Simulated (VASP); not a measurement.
Here is a VASP 6.6.1 calculation.

File POSCAR:

```
AlO2
1.0
    0.0000000000      2.3445398825      2.3445398825
    2.3445398825      0.0000000000      2.3445398825
    2.3445398825      2.3445398825      0.0000000000
Al O
1 2
Direct
    0.0000000000      0.0000000000      0.0000000000
    0.2500000000      0.2500000000      0.2500000000
    0.7500000000      0.7500000000      0.7500000000
```

Contents of INCAR.step1:

```
ALGO = Normal
EDIFF = 1E-5
ENCUT = 660
GGA = PE
GGA_COMPAT = False
ISMEAR = -1
LASPH = True
LCHARG = False
LREAL = False
LWAVE = True
NBANDS = 14
NELM = 120
PREC = Accurate
SIGMA = 0.1
```

The input INCAR.step2:

```
ALGO = Normal
EDIFF = 1E-6
ENCUT = 660
GGA_COMPAT = False
ISIF = 2
ISMEAR = -1
ISTART = 1
LASPH = True
LCHARG = True
LELF = True
LMIXTAU = True
LREAL = False
LVHAR = True
LWAVE = False
METAGGA = R2SCAN
NBANDS = 14
NELM = 120
PREC = Accurate
SIGMA = 0.1
```

KPOINTS

```
k-points
0
Gamma
  12 12 12
```

Potentials or basis: VASP PAW PBE potentials, release 64 (Al, O).

Launch:

```console
$ cat potpaw_PBE.64/Al/POTCAR potpaw_PBE.64/O/POTCAR > POTCAR
$ cp INCAR.step1 INCAR
$ mpirun -np 1 vasp_std > vasp.out
$ cp INCAR.step2 INCAR
$ mpirun -np 1 vasp_std > vasp.out
```

Question: Estimate the pressure.

Answer: -3.5 GPa.

Caveat: the PAW data sets were made with another functional, which shifts forces and pressure a little; an odd number of electrons without spin polarisation forces a metal; a magnetic or distorted state may lie lower.
